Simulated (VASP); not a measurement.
Si5C4, 9 atoms in the cell. The cell holds a slab with vacuum, 9 atoms: a = 3.092 Å, b = 5.074 Å, c = 18.969 Å, α = 90.00°, β = 90.00°, γ = 90.00°. 

```yaml
Program: VASP 6.6.1
Task: single point
Functional: PBE
Potentials_or_basis: VASP PAW PBE potentials, release 64 (Si, C)
Cutoff: 520 eV
k_mesh: 9 × 5 × 1
Occupations: gaussian, width 0.05 eV
Spin: collinear spin
Starting_moments: "[0.0, 0.0, 0.0, 0.0, 2.0, 0.0, 0.0, 0.0, 0.0] μB"
Dipole_correction: yes
Further_INCAR_settings: ALGO = Normal; EDIFF = 1e-06; NBANDS = 32
```

Potentials or basis: VASP PAW PBE potentials, release 64 (Si, C).

Run with:

```bash
$ cat potpaw_PBE.64/Si/POTCAR potpaw_PBE.64/C/POTCAR > POTCAR
$ mpirun -np 1 vasp_std > vasp.out
```

Hardware: 1 thread of Intel Xeon 8259CL (shared host).

Question: How long does it take, and how much memory?

Answer: It took 23 min on 1 thread of Intel Xeon 8259CL (shared host), peak memory 0.6 GiB. Counts: scf iterations 30, k points 23.
